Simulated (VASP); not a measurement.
Runs of VASP 6.6.1 on LiCl. The structure is that of space group F-43m (No. 216), or close to it. The cells are those of the table. The cell was built from a structure type or drawn by symmetry, and may not be a known phase.

```tsv
level	cell	k mesh	smearing	gap on the mesh (eV)
PBE	a = 3.507 Å, angles 60.0°, 2 atoms	6 × 6 × 6	gaussian 0.1 eV	6.30
PBE	a = 3.861 Å, angles 60.0°, 2 atoms	8 × 8 × 8	gaussian 0.02 eV	6.07
r2SCAN	a = 3.900 Å, angles 60.0°, 2 atoms	8 × 8 × 8	gaussian 0.02 eV	6.67
PBE	a = 4.026 Å, angles 60.0°, 2 atoms	8 × 8 × 8	gaussian 0.02 eV	(a)
```

Alike in all rows: potentials or basis VASP PAW PBE potentials, release 64 (Li_sv, Cl); no spin polarisation; cutoff (eV) 520.

Question: Estimate the missing entries.

Answer: (a) 5.65.

A k mesh can miss the band edges.
